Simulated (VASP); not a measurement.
# Si2W (P6_222) in VASP: further runs, part 2 of 2

VASP 6.6.1.

## (5) Single point, LDA (c/a of the conventional cell at fixed volume 1.4813)

INCAR reads:

```
SYSTEM = Si2W
ALGO     = Normal         ! electronic algorithm
EDIFF    = 1E-7           ! SCF threshold, eV
ENCUT    = 520            ! plane-wave cutoff, eV
ISIF     = 2              ! what is computed and relaxed
ISMEAR   = 0              ! smearing method
LASPH    = .TRUE.         ! aspherical terms in the spheres
LCHARG   = .FALSE.        ! write CHGCAR
LREAL    = .FALSE.        ! projectors in reciprocal space
LWAVE    = .FALSE.        ! write WAVECAR
NBANDS   = 43             ! bands
NELM     = 100            ! most SCF steps
PREC     = Accurate       ! precision mode
SIGMA    = 0.03           ! smearing width, eV
```

KPOINTS reads:

```
k-points
0
G
  9 9 6
  0 0 0
```

POSCAR reads:

```
Si2W
1.0
    4.5117692230      0.0000000000      0.0000000000
   -2.2558846115      3.9073067631      0.0000000000
    0.0000000000      0.0000000000      6.6832837500
Si W
6 3
Direct
    0.8678328536      0.7356657073      0.5000000000
    0.1321671464      0.8678328536      0.8333333333
    0.7356657073      0.8678328536      0.1666666667
    0.1321671464      0.2643342927      0.5000000000
    0.8678328536      0.1321671464      0.8333333333
    0.2643342927      0.1321671464      0.1666666667
    0.0000000000      0.5000000000      0.1666666667
    0.5000000000      0.5000000000      0.8333333333
    0.5000000000      0.0000000000      0.5000000000
```

Run with:

```sh
$ cat potpaw_LDA.64/Si/POTCAR potpaw_LDA.64/W_sv/POTCAR > POTCAR
$ mpirun -np 1 vasp_std > vasp.out
```

Run time: 4.5 min. Hardware: 1 thread of Intel Xeon 6975P-C, shared host; peak memory 0.32 GiB.

It converged, with:

| Quantity | Value |
| --- | --- |
| Free energy | -76.8602 eV |
| Pressure | 13.9 GPa |
| Largest force | 7.303 eV/Å |
| Band gap on the k mesh | zero (band 33 reaches 12.74 eV, above the bottom of band 34 at 12.13 eV) |

Forces on the atoms (eV/Å):
```
Si   0.000 -7.303  0.000
Si   6.325 -3.652  0.000
Si  -6.325 -3.652  0.000
Si   0.000  7.303  0.000
Si  -6.325  3.652  0.000
Si   6.325  3.652  0.000
W    0.000  0.000  0.000
W    0.000  0.000  0.000
W    0.000  0.000  0.000
```

Stress tensor (GPa, compression positive):
```
22.60  0.00  0.00
 0.00 22.60  0.00
 0.00  0.00 -3.65
```

Levels at points of the mesh, in eV from the Fermi level:
| k point | band 29 | band 30 | band 31 | band 32 | band 33 | band 34 | band 35 | band 36 | band 37 | band 38 |
| --- | --- | --- | --- | --- | --- | --- | --- | --- | --- | --- |
| (0.00, 0.00, 0.00) | -3.27 | -2.28 | -2.28 | -0.65 | -0.14 | 1.00 | 1.00 | 2.27 | 2.27 | 2.29 |
| (0.00, 0.00, 0.50) | -2.72 | -1.28 | -1.28 | -0.44 | -0.44 | 1.56 | 1.56 | 2.40 | 2.45 | 2.45 |

Caveat: spin-orbit coupling is left out, which moves the levels of the heavy elements; forces of over 1 eV/Å act on the atoms, so gaps and moduli don't describe the material at rest.

## (6) Single point, LDA (c/a of the conventional cell at fixed volume 1.4813)

INCAR reads:

```
PREC     = Accurate       # precision mode
ENCUT    = 520            # plane-wave cutoff, eV
EDIFF    = 1E-6           # SCF threshold, eV
ISMEAR   = 0              # smearing method
SIGMA    = 0.03           # smearing width, eV
LREAL    = F              # projectors in reciprocal space
LASPH    = T              # aspherical terms in the spheres
NELM     = 100            # most SCF steps
ALGO     = Normal         # electronic algorithm
ISIF     = 2              # what is computed and relaxed
LWAVE    = F              # write WAVECAR
LCHARG   = T              # write CHGCAR
GGA      = CA             # functional
LELF     = T              # ELF
LVHAR    = T            
NBANDS   = 43             # bands
```

KPOINTS reads:

```
Automatic mesh
0
Gamma
  9 9 6
```

POSCAR reads:

```
Si2W
1.0
    4.5117692230      0.0000000000      0.0000000000
   -2.2558846115      3.9073067631      0.0000000000
    0.0000000000      0.0000000000      6.6832837500
Si W
6 3
Direct
    0.8466874044      0.6933748088      0.5000000000
    0.1533125956      0.8466874044      0.8333333333
    0.6933748088      0.8466874044      0.1666666667
    0.1533125956      0.3066251912      0.5000000000
    0.8466874044      0.1533125956      0.8333333333
    0.3066251912      0.1533125956      0.1666666667
    0.0000000000      0.5000000000      0.1666666667
    0.5000000000      0.5000000000      0.8333333333
    0.5000000000      0.0000000000      0.5000000000
```

Potentials or basis: VASP PAW LDA potentials, release 64 (Si, W_sv).

Run with:

```sh
$ cat potpaw_LDA.64/Si/POTCAR potpaw_LDA.64/W_sv/POTCAR > POTCAR
$ mpirun -np 1 vasp_std > vasp.out
```

OUTCAR:

```text
PREC = Accurate
   ENCUT = 520
   EDIFF = 1E-6
   ISMEAR = 0
   LREAL = F
   LASPH = T
   NELM = 100
   ISIF = 2
   GGA = CA

 ion  position               nearest neighbor table
   1  0.847  0.693  0.500-   4 2.40   2 2.53   3 2.53   9 2.55   9 2.55   8 2.61   7 2.61   9 2.71
                             4 2.72   4 2.72   6 3.04   5 3.04
   2  0.153  0.847  0.833-   5 2.40   1 2.53   6 2.53   8 2.55   8 2.55   9 2.61   7 2.61   8 2.71
                             5 2.72   5 2.72   4 3.04   3 3.04
   3  0.693  0.847  0.167-   6 2.40   1 2.53   5 2.53   7 2.55   7 2.55   9 2.61   8 2.61   7 2.71
                             6 2.72   6 2.72   4 3.04   2 3.04
   4  0.153  0.307  0.500-   1 2.40   6 2.53   5 2.53   9 2.55   9 2.55   8 2.61   7 2.61   9 2.71
                             1 2.72   1 2.72   3 3.04   2 3.04
   5  0.847  0.153  0.833-   2 2.40   4 2.53   3 2.53   8 2.55   8 2.55   9 2.61   7 2.61   8 2.71
                             2 2.72   2 2.72   1 3.04   6 3.04
   6  0.307  0.153  0.167-   3 2.40   4 2.53   2 2.53   7 2.55   7 2.55   9 2.61   8 2.61   7 2.71
                             3 2.72   3 2.72   1 3.04   5 3.04
   7  0.000  0.500  0.167-   6 2.55   3 2.55   6 2.55   3 2.55   1 2.61   4 2.61   2 2.61   5 2.61
                             3 2.71   6 2.71   9 3.17   9 3.17   8 3.17   8 3.17
   8  0.500  0.500  0.833-   5 2.55   2 2.55   2 2.55   5 2.55   1 2.61   4 2.61   3 2.61   6 2.61
[... 1317 lines left out ...]

------------------------ aborting loop because EDIFF is reached ----------------------------------------

  FORCE on cell =-STRESS in cart. coord.  units (eV):
  Direction    XX          YY          ZZ          XY          YZ          ZX
  --------------------------------------------------------------------------------------
  -------------------------------------------------------------------------------------
  Total        3.6301412      3.6301412     -3.6924716      0.0000000     -0.0000000      0.0000000
  in kB       49.3650758     49.3650758    -50.2126866      0.0000000     -0.0000000      0.0000000
  external PRESSURE =      16.1724884 kB  Pullay stress =       0.0000000 kB

 VOLUME and BASIS-vectors are now :
 -----------------------------------------------------------------------------
  energy-cutoff  :      520.00
  volume of cell :      117.82
      direct lattice vectors                 reciprocal lattice vectors
     4.511769223  0.000000000  0.000000000     0.221642542  0.127965381  0.000000000
    -2.255884611  3.907306763  0.000000000     0.000000000  0.255930763  0.000000000
     0.000000000  0.000000000  6.683283750     0.000000000  0.000000000  0.149627045

 POSITION                                       TOTAL-FORCE (eV/Angst)
 -----------------------------------------------------------------------------------
      2.25588      2.70923      3.34164        -0.000000     -1.758121      0.000000
     -1.21832      3.30827      5.56940         1.522577     -0.879060     -0.000000
      1.21832      3.30827      1.11388        -1.522577     -0.879060     -0.000000
      0.00000      1.19808      3.34164        -0.000000      1.758121      0.000000
      3.47420      0.59904      5.56940        -1.522577      0.879060     -0.000000
      1.03757      0.59904      1.11388         1.522577      0.879060     -0.000000
     -1.12794      1.95365      1.11388         0.000000      0.000000      0.000000
      1.12794      1.95365      5.56940        -0.000000     -0.000000      0.000000
      2.25588      0.00000      3.34164         0.000000      0.000000      0.000000
 -----------------------------------------------------------------------------------
    total drift:                               -0.000000      0.000000      0.000000

  FREE ENERGIE OF THE ION-ELECTRON SYSTEM (eV)
  ---------------------------------------------------
  free  energy   TOTEN  =       -81.0014218440 eV

  energy  without entropy=      -81.0011628721  energy(sigma->0) =      -81.00129236
```

OSZICAR:

```text
N       E                     dE             d eps       ncg     rms          rms(c)
DAV:   1     0.639869492016E+03    0.63987E+03   -0.35139E+04  4288   0.158E+03
DAV:   2    -0.433110618541E+02   -0.68318E+03   -0.65958E+03  4490   0.454E+02
DAV:   3    -0.825887334423E+02   -0.39278E+02   -0.38070E+02  5200   0.100E+02
DAV:   4    -0.835554593243E+02   -0.96673E+00   -0.95775E+00  5080   0.147E+01
DAV:   5    -0.835734600995E+02   -0.18001E-01   -0.17957E-01  5128   0.221E+00    0.458E+01
DAV:   6    -0.813693101701E+02    0.22041E+01   -0.10843E+01  4930   0.161E+01    0.164E+01
DAV:   7    -0.810798993534E+02    0.28941E+00   -0.11629E+00  4875   0.440E+00    0.789E+00
DAV:   8    -0.810033977899E+02    0.76502E-01   -0.15193E-01  4975   0.212E+00    0.547E-01
DAV:   9    -0.810020777851E+02    0.13200E-02   -0.14712E-02  5785   0.474E-01    0.370E-01
DAV:  10    -0.810014945625E+02    0.58322E-03   -0.24748E-03  5034   0.327E-01    0.128E-01
DAV:  11    -0.810014221061E+02    0.72456E-04   -0.32692E-04  5007   0.115E-01    0.320E-02
DAV:  12    -0.810014218952E+02    0.21090E-06   -0.11824E-05  5050   0.189E-02    0.709E-03
DAV:  13    -0.810014218440E+02    0.51220E-07   -0.40328E-07  2834   0.360E-03
   1 F= -.81001422E+02 E0= -.81001292E+02  d E =-.258972E-03
```

It took 3.8 min on 1 thread of Intel Xeon 6975P-C, shared host; peak memory 0.31 GiB.

What came out:

* Free energy: -81.0014 eV
* Pressure: 1.6 GPa
* Largest force: 1.758 eV/Å
* Band gap on the k mesh: zero (band 33 reaches 12.81 eV, above the bottom of band 34 at 12.77 eV)

Forces on the atoms (eV/Å):
```
Si   0.000 -1.758  0.000
Si   1.523 -0.879  0.000
Si  -1.523 -0.879  0.000
Si   0.000  1.758  0.000
Si  -1.523  0.879  0.000
Si   1.523  0.879  0.000
W    0.000  0.000  0.000
W    0.000  0.000  0.000
W    0.000  0.000  0.000
```

Stress tensor (GPa, compression positive):
```
 4.94  0.00  0.00
 0.00  4.94  0.00
 0.00  0.00 -5.02
```

Caveat: spin-orbit coupling is left out, which moves the levels of the heavy elements; forces of over 1 eV/Å act on the atoms, so gaps and moduli don't describe the material at rest.

## (7) Summary

```csv
cell,gap on the mesh (eV),pressure (GPa),largest force (eV/Å)
"a = 4.593, b = 4.593, c = 6.450 Å, angles 90.0, 90.0, 120.0°, 9 atoms",none,1.8,1.53
"a = 4.680, b = 4.680, c = 6.212 Å, angles 90.0, 90.0, 120.0°, 9 atoms",none,3.9,1.30
"a = 4.512, b = 4.512, c = 6.683 Å, angles 90.0, 90.0, 120.0°, 9 atoms",none,1.6,1.76
```

Some of these runs hold the atoms at other places in the same cell, which the table doesn't show; runs alike in all that it shows share one row.

Alike in all rows: task single point; level LDA; potentials or basis VASP PAW LDA potentials, release 64 (Si, W_sv); no spin polarisation; k mesh 9 × 9 × 6; cutoff (eV) 520; smearing gaussian 0.03 eV.

Caveats: spin-orbit coupling is left out, which moves the levels of the heavy elements; forces of over 1 eV/Å act on the atoms, so gaps and moduli don't describe the material at rest.

Total energies depend on the potentials used, so only differences within one code and one set of settings carry meaning.
